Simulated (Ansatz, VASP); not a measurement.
## Si in VASP and in Ansatz

Contents of INCAR:

```
SYSTEM = Si
ALGO = Normal
DIPOL = 0.5 0.5 0.372
EDIFF = 1E-6
ENCUT = 520
GGA = PE
IDIPOL = 3
ISIF = 2
ISMEAR = 0
IVDW = 12
LASPH = .True.
LCHARG = .False.
LDIPOL = .True.
LREAL = .False.
LWAVE = .False.
NBANDS = 16
NELM = 80
PREC = Accurate
SIGMA = 0.1
```

KPOINTS

```
k-points
0
Gamma
  9 9 1
  0 0 0
```

The input POSCAR:

```
Si
1.0
    3.8472023583      0.0000000000      0.0000000000
   -1.9236011791      3.3317749758      0.0000000000
    0.0000000000      0.0000000000     18.4446971457
Si
4
Direct
    0.3333333333      0.6666666667      0.2695814701
    0.6666666667      0.3333333333      0.2439725610
    0.3333333333      0.6666666667      0.4995851693
    0.6666666667      0.3333333333      0.4739762602
```

Input for Ansatz:

```yaml
crystal:
  lattice:
    - [3.8472023583, 0.0, 0.0]
    - [-1.9236011791, 3.3317749758, 0.0]
    - [0.0, 0.0, 18.4446971457]
  atoms:
    - { symbol: Si, position: [0.3333333333, 0.6666666667, 0.2695814701] }
    - { symbol: Si, position: [0.6666666667, 0.3333333333, 0.243972561] }
    - { symbol: Si, position: [0.3333333333, 0.6666666667, 0.4995851693] }
    - { symbol: Si, position: [0.6666666667, 0.3333333333, 0.4739762602] }
basis:
  ecutwfc: 420
kpoints:
  mp_grid: { grid: [9, 9, 1] }
hamiltonian:
  xc: pbe
  dispersion: d3bj
scf:
  occupations: { method: gaussian, width: 0.1 }
output:
  forces: true
  eigenvalues: true
efield:
  axis: 3
  dipole_correction: true
  ramp_width: 0.04
```

Alike in both runs: task single point; functional PBE; dispersion D3(BJ); k mesh 9 × 9 × 1; occupations gaussian, width 0.1 eV; no spin polarisation.

|  | VASP | Ansatz |
| --- | --- | --- |
| version | VASP 6.6.1 | Ansatz 0.2.0 |
| potentials or method | VASP PAW PBE potentials, release 64 (Si), cutoff 520 eV | scalar-relativistic, plane waves, PAW |
| valence electrons in the cell | 16 | 16 |

|  | VASP | Ansatz | Ansatz less VASP |
| --- | --- | --- | --- |
| gap on the k mesh at the Fermi level (eV) | 0.43 | 0.43 | 0.000 |
| least direct gap on the mesh (eV) | 0.54 | 0.54 | 0.000 |
| rms of the force components (eV/Å) | 0.028 | 0.032 | +0.0035 |

Atom by atom the forces differ by 0.004 eV/Å (rms over components).
